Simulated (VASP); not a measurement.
The system is AlC3.

```xyz
4
Lattice="0.0000 2.5450 2.5450 2.5450 0.0000 2.5450 2.5450 2.5450 0.0000" Properties=species:S:1:pos:R:3 pbc="T T T"
Al    0.0000    0.0000    0.0000
C     2.5450    2.5450    2.5450
C     1.2725    1.2725    1.2725
C     3.8175    3.8175    3.8175
```

| Property | Result |
| --- | --- |
| Program | VASP 6.6.1 |
| Task | relaxation of cell and atoms |
| Functional | PBE |
| Potentials or basis | VASP PAW PBE potentials, release 64 (Al, C) |
| Cutoff | 600 eV |
| k mesh | 8 × 8 × 8 |
| Occupations | fermi-dirac, width 0.05 eV |
| Spin | no spin polarisation |

At the start: pressure 9.6 GPa; volume 8.24 Å³/atom.

Problem. Where does the relaxation end?

Solution. Over 3 steps the energy falls by 13.1 meV/atom and the volume is 8.70 Å³/atom (+5.5 %); space group Fm-3m (No. 225, to 0.1 Å) before and after.

Step by step:
| step | energy change (eV) | largest force (eV/Å) | pressure (GPa) | volume (Å³) |
| --- | --- | --- | --- | --- |
| 1 | 0.0000 | 0.0000 | 9.59 | 32.97 |
| 2 | -0.0474 | 0.0000 | -2.57 | 35.38 |
| 3 | -0.0522 | 0.0000 | 0.01 | 34.79 |

Final structure:
```
Al C
1.0
     0.00000    2.59102    2.59102
     2.59102    0.00000    2.59102
     2.59102    2.59102    0.00000
Al C
1 3
Cartesian
  0.0000 0.0000 0.0000
  2.5910 2.5910 2.5910
  1.2955 1.2955 1.2955
  3.8865 3.8865 3.8865
```
